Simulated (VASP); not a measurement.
A run of VASP 6.6.1:

File INCAR:

```
SYSTEM = N
ALGO = Normal
EDIFF = 1E-6
ENCUT = 520
GGA = PE
ISIF = 2
ISMEAR = 0
LASPH = .TRUE.
LCHARG = .FALSE.
LREAL = .FALSE.
LWAVE = .FALSE.
NBANDS = 18
NELM = 80
PREC = Accurate
SIGMA = 0.1
```

KPOINTS

```
k-points
0
G
  10 6 12
  0 0 0
```

File POSCAR:

```
N
1.0
    4.4145279300      0.0000000000      0.0000000000
    0.0000000000      7.9493681000      0.0000000000
    0.0000000000      0.0000000000      3.6452824500
N
4
Direct
    0.0317264458      0.2500000000      0.6743948819
    0.9682735542      0.7500000000      0.3256051181
    0.4682735542      0.7500000000      0.1743948819
    0.5317264458      0.2500000000      0.8256051181
```

Potentials or basis: VASP PAW PBE potentials, release 64 (N).

Command:

```sh
$ cat potpaw_PBE.64/N/POTCAR > POTCAR
$ mpirun -np 1 vasp_std > vasp.out
```

Hardware: 1 thread of AMD EPYC 7R13, on a shared host.

Question: How long does it take, and how much memory?

Answer: Wall time 7.6 min on 1 thread of AMD EPYC 7R13 (shared host), peak memory 0.38 GiB. Counts: scf iterations 11, k points 168.
